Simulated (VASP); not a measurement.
A run of VASP 6.6.1:

Contents of POSCAR:

```
Ni
1.0
   -1.4019243406      1.4019243406      1.4019243406
    1.4019243406     -1.4019243406      1.4019243406
    1.4019243406      1.4019243406     -1.4019243406
Ni
1
Direct
    0.0000000000      0.0000000000      0.0000000000
```

INCAR.step1

```
  PREC = Accurate
  ENCUT = 520
  ISMEAR = -1
  SIGMA = 0.05
  LREAL = False
  LASPH = True
  NELM = 150
  ISPIN = 2
  MAGMOM = 1
  LMAXMIX = 4
  NBANDS = 15
  GGA = PE
  ALGO = Normal
  EDIFF = 1E-4
  LWAVE = True
  LCHARG = False
```

The input INCAR.step2:

```
  PREC = Accurate
  ENCUT = 520
  EDIFF = 1E-6
  ISMEAR = -1
  SIGMA = 0.05
  LREAL = False
  LASPH = True
  NELM = 150
  ALGO = Normal
  ISIF = 2
  LWAVE = False
  LCHARG = False
  ISPIN = 2
  MAGMOM = 1
  LORBIT = 11
  LMAXMIX = 4
  METAGGA = R2SCAN
  LMIXTAU = True
  NBANDS = 15
  ISTART = 1
```

Contents of KPOINTS:

```
regular mesh
0
Gamma
  13 13 13
```

Potentials or basis: VASP PAW PBE potentials, release 64 (Ni).

Command:

```sh
$ cat potpaw_PBE.64/Ni/POTCAR > POTCAR
$ cp INCAR.step1 INCAR
$ mpirun -np 1 vasp_std > vasp.out
$ cp INCAR.step2 INCAR
$ mpirun -np 1 vasp_std > vasp.out
```

Hardware: 1 thread of Intel(R) Xeon(R) Platinum 8259CL CPU @ 2.50GHz (Skylake/Cascade Lake) (shared host).

Task: How long does it take, and how much memory?

Result: It took 84 s on 1 thread of Intel(R) Xeon(R) Platinum 8259CL CPU @ 2.50GHz (Skylake/Cascade Lake), on a shared host, peak memory 0.14 GiB. Counts: k points 84.
